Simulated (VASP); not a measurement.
# Co (P6_3/mmc) in VASP: notebook, part 2 of 2

VASP 6.6.1. Earlier steps stand in the parts before.

## (3) Single point, r2SCAN, collinear spin, ferromagnetic start (9.80 Å³/atom)

This run uses another cell than the first one, of 9.80 Å³/atom.

POSCAR reads:

```
Co
1.0
    2.4037758733      0.0000000000      0.0000000000
   -1.2018879366      2.0817309713      0.0000000000
    0.0000000000      0.0000000000      3.9167265349
Co
2
Direct
    0.3333333333      0.6666666667      0.2500000000
    0.6666666667      0.3333333333      0.7500000000
```

INCAR.step1 reads:

```
  ALGO = Normal
  EDIFF = 1E-4
  ENCUT = 520
  GGA = PE
  ISMEAR = -1
  ISPIN = 2
  LASPH = T
  LCHARG = F
  LMAXMIX = 4
  LREAL = F
  LWAVE = T
  MAGMOM = 1.891 1.891
  NBANDS = 20
  NELM = 150
  PREC = Accurate
  SIGMA = 0.05
```

INCAR.step2 reads:

```
  ALGO = Normal
  EDIFF = 1E-6
  ENCUT = 520
  ISIF = 2
  ISMEAR = -1
  ISPIN = 2
  ISTART = 1
  LASPH = T
  LCHARG = F
  LMAXMIX = 4
  LMIXTAU = T
  LORBIT = 11
  LREAL = F
  LWAVE = F
  MAGMOM = 1.891 1.891
  METAGGA = R2SCAN
  NBANDS = 20
  NELM = 150
  PREC = Accurate
  SIGMA = 0.05
```

KPOINTS reads:

```
k-points
0
Gamma
  24 24 13
```

Potentials or basis: VASP PAW PBE potentials, release 64 (Co).

Run with:

```
$ cat potpaw_PBE.64/Co/POTCAR > POTCAR
$ cp INCAR.step1 INCAR
$ mpirun -np 1 vasp_std > vasp.out
$ cp INCAR.step2 INCAR
$ mpirun -np 1 vasp_std > vasp.out
```

OUTCAR:

```text
EDIFF = 1E-6
   ENCUT = 520
   ISIF = 2
   ISMEAR = -1
   ISPIN = 2
   ISTART = 1
   LASPH = T
   LORBIT = 11
   LREAL = F
   METAGGA = R2SCAN
   NELM = 150
   PREC = Accurate

 ion  position               nearest neighbor table
   1  0.333  0.667  0.250-   2 2.40   2 2.40   2 2.40   2 2.40   2 2.40   2 2.40
   2  0.667  0.333  0.750-   1 2.40   1 2.40   1 2.40   1 2.40   1 2.40   1 2.40

  LATTYP: Found a hexagonal cell.
 ALAT       =     2.4037758733
 C/A-ratio  =     1.6294058770

  Lattice vectors:

 A1 = (   2.4037758733,   0.0000000000,   0.0000000000)
 A2 = (  -1.2018879366,   2.0817309713,   0.0000000000)
 A3 = (   0.0000000000,   0.0000000000,   3.9167265349)

Analysis of symmetry for initial positions (statically):
=====================================================================
 Subroutine PRICEL returns:
 Original cell was already a primitive cell.

 Routine SETGRP: Setting up the symmetry group for a
 hexagonal supercell.

 Subroutine GETGRP returns: Found 24 space group operations
 (whereof 12 operations were pure point group operations)
 out of a pool of 24 trial point group operations.

The static configuration has the point symmetry D_3d.
 The point group associated with its full space group is D_6h.

Analysis of symmetry for dynamics (positions and initial velocities):
=====================================================================
 Subroutine PRICEL returns:
 Original cell was already a primitive cell.

 Routine SETGRP: Setting up the symmetry group for a
 hexagonal supercell.

 Subroutine GETGRP returns: Found 24 space group operations
 (whereof 12 operations were pure point group operations)
 out of a pool of 24 trial point group operations.

The dynamic configuration has the point symmetry D_3d.
 The point group associated with its full space group is D_6h.

Analysis of structural, dynamic, and magnetic symmetry:
=====================================================================
[... 153 lines left out ...]
  ext. energy  EPLUGINS =         0.00000000
  ---------------------------------------------------
  free energy    TOTEN  =       -26.31496190 eV

  energy without entropy =      -26.30370314  energy(sigma->0) =      -26.30933252

 E-fermi :  11.8253     XC(G=0): -15.3759

 val. band max:       11.8244147272   @ k =   0.2083   0.0417   0.1538
 cond. band min:      11.8267458206   @ k =   0.4167   0.0000   0.3846
 fundamental gap:      0.0023310934
 Fermi energy:        11.8253394360

 spin component 1

 k-point     1 :       0.0000    0.0000    0.0000
  band No.  band energies     occupation
      1       1.8621      1.00000
      2       5.5819      1.00000
      3       8.3107      1.00000
      4       8.3769      1.00000
      5       8.3770      1.00000
      6       8.7302      1.00000
[... 541 lines left out ...]
     19      36.9420      0.00000
     20      39.0599      0.00000

 [... further k-points ...]

 spin component 2

 k-point     1 :       0.0000    0.0000    0.0000
  band No.  band energies     occupation
      1       1.3133      1.00000
      2       6.7028      1.00000
      3      10.6415      1.00000
      4      10.7456      1.00000
      5      10.7457      1.00000
      6      10.9706      1.00000
[... 541 lines left out ...]
     19      37.8446      0.00000
     20      39.8714      0.00000

 [... further k-points ...]

------------------------ aborting loop because EDIFF is reached ----------------------------------------

  FORCE on cell =-STRESS in cart. coord.  units (eV):
  Direction    XX          YY          ZZ          XY          YZ          ZX
  --------------------------------------------------------------------------------------
  -------------------------------------------------------------------------------------
  Total        2.7629396      2.7629396      2.5554181      0.0000000      0.0000000      0.0000000
  in kB      225.8604300    225.8604300    208.8962866      0.0000000      0.0000000      0.0000000
  external PRESSURE =     220.2057155 kB  Pullay stress =       0.0000000 kB

 VOLUME and BASIS-vectors are now :
 -----------------------------------------------------------------------------
  energy-cutoff  :      520.00
  volume of cell :       19.60
      direct lattice vectors                 reciprocal lattice vectors
     2.403775873  0.000000000  0.000000000     0.416012163  0.240184734  0.000000000
    -1.201887937  2.081730971  0.000000000     0.000000000  0.480369468  0.000000000
     0.000000000  0.000000000  3.916726535     0.000000000  0.000000000  0.255315246

 POSITION                                       TOTAL-FORCE (eV/Angst)
 -----------------------------------------------------------------------------------
     -0.00000      1.38782      0.97918        -0.000000     -0.000000      0.000000
      1.20189      0.69391      2.93754         0.000000      0.000000      0.000000
 -----------------------------------------------------------------------------------
    total drift:                                0.000000     -0.000000     -0.000000

  FREE ENERGIE OF THE ION-ELECTRON SYSTEM (eV)
  ---------------------------------------------------
  free  energy   TOTEN  =       -26.3149619048 eV

  energy  without entropy=      -26.3037031387  energy(sigma->0) =      -26.30933252

 total charge

# of ion       s       p       d       tot
------------------------------------------
    1        0.555   0.654   7.310   8.519
    2        0.555   0.654   7.310   8.519
--------------------------------------------------
tot          1.111   1.307  14.620  17.038

 magnetization (x)

# of ion       s       p       d       tot
------------------------------------------
    1       -0.014  -0.089   1.813   1.711
    2       -0.014  -0.089   1.813   1.711
--------------------------------------------------
tot         -0.028  -0.178   3.627   3.421
```

It took 7.5 min on 1 thread of Intel Xeon 6975P-C (Granite Rapids), shared host; peak memory 0.33 GiB.

Results:

```yaml
Free_energy: -26.3150 eV
Pressure: 22.0 GPa
Net_moment: 3.35 μB per cell
Site_moments: Co +1.71 μB
Valence_electrons_inside_the_program's_atomic_spheres: Co 8.52
```

Caveat: the cell stands under pressure; the PAW data sets were made with another functional, which shifts forces and pressure a little.

## (4) Single point, r2SCAN, collinear spin, ferromagnetic start (10.23 Å³/atom)

This run uses another cell than the first one, of 10.23 Å³/atom.

POSCAR reads:

```
Co
1.0
    2.4381201687      0.0000000000      0.0000000000
   -1.2190600843      2.1114740036      0.0000000000
    0.0000000000      0.0000000000      3.9726873317
Co
2
Direct
    0.3333333333      0.6666666667      0.2500000000
    0.6666666667      0.3333333333      0.7500000000
```

INCAR.step1 reads:

```
PREC = Accurate
ENCUT = 520
ISMEAR = -1
SIGMA = 0.05
LREAL = F
LASPH = T
NELM = 150
ISPIN = 2
MAGMOM = 1.891 1.891
LMAXMIX = 4
NBANDS = 20
GGA = PE
ALGO = Normal
EDIFF = 1E-4
LWAVE = T
LCHARG = F
```

INCAR.step2 reads:

```
PREC = Accurate
ENCUT = 520
EDIFF = 1E-6
ISMEAR = -1
SIGMA = 0.05
LREAL = F
LASPH = T
NELM = 150
ALGO = Normal
ISIF = 2
LWAVE = F
LCHARG = F
ISPIN = 2
MAGMOM = 1.891 1.891
LORBIT = 11
LMAXMIX = 4
METAGGA = R2SCAN
LMIXTAU = T
NBANDS = 20
ISTART = 1
```

KPOINTS reads:

```
Automatic mesh
0
Gamma
  24 24 13
```

Run with:

```
$ cat potpaw_PBE.64/Co/POTCAR > POTCAR
$ cp INCAR.step1 INCAR
$ mpirun -np 1 vasp_std > vasp.out
$ cp INCAR.step2 INCAR
$ mpirun -np 1 vasp_std > vasp.out
```

Wall time 7.4 min (1 thread of Intel Xeon 6975P-C (Granite Rapids), shared host); peak memory 0.34 GiB.

The run converged. Its results:

* Free energy: -26.3964 eV
* Pressure: 9.2 GPa
* Net moment: 3.40 μB per cell
* Site moments: Co +1.75 μB
* Valence electrons inside the program's atomic spheres: Co 8.42

Stress tensor (GPa, compression positive):
```
9.61 0.00 0.00
0.00 9.61 0.00
0.00 0.00 8.42
```

Levels at points of the mesh, in eV from the Fermi level:
Spin up:
```
           k point  band 7  band 8  band 9  band 10  band 11  band 12  band 13  band 14  band 15  band 16
(0.00, 0.00, 0.00)   -3.08   -2.69   -2.69    -1.53    -1.53    -0.35     6.63    23.31    26.56    26.56
(0.50, 0.00, 0.00)   -2.95   -1.33   -1.30    -1.18     1.08     3.40    10.23    11.07    13.28    14.94
```
Spin down:
| k point | band 4 | band 5 | band 6 | band 7 | band 8 | band 9 | band 10 | band 11 |
| --- | --- | --- | --- | --- | --- | --- | --- | --- |
| (0.00, 0.00, 0.00) | -1.00 | -1.00 | -0.87 | -0.58 | -0.58 | -0.02 | -0.02 | 1.33 |
| (0.50, 0.00, 0.00) | -2.42 | -1.19 | -1.12 | -0.70 | 1.48 | 1.61 | 1.65 | 2.79 |

Caveat: the cell stands under pressure; the PAW data sets were made with another functional, which shifts forces and pressure a little.

## (5) The runs side by side

| cell | gap on the mesh (eV) | pressure (GPa) | moment (μB) |
| --- | --- | --- | --- |
| a = 2.368, b = 2.368, c = 3.859 Å, angles 90.0, 90.0, 120.0°, 2 atoms | none | 38.3 | 3.30 |
| a = 2.404, b = 2.404, c = 3.917 Å, angles 90.0, 90.0, 120.0°, 2 atoms | none | 22.0 | 3.35 |
| a = 2.438, b = 2.438, c = 3.973 Å, angles 90.0, 90.0, 120.0°, 2 atoms | none | 9.2 | 3.40 |

Alike in all rows: task single point; level r2SCAN; potentials or basis VASP PAW PBE potentials, release 64 (Co); spin collinear, ferromagnetic start; k mesh 24 × 24 × 13; cutoff (eV) 520; smearing fermi-dirac 0.05 eV.

Caveats: the cell stands under pressure; the PAW data sets were made with another functional, which shifts forces and pressure a little.

Absolute energies hang on the potentials; compare differences alone.
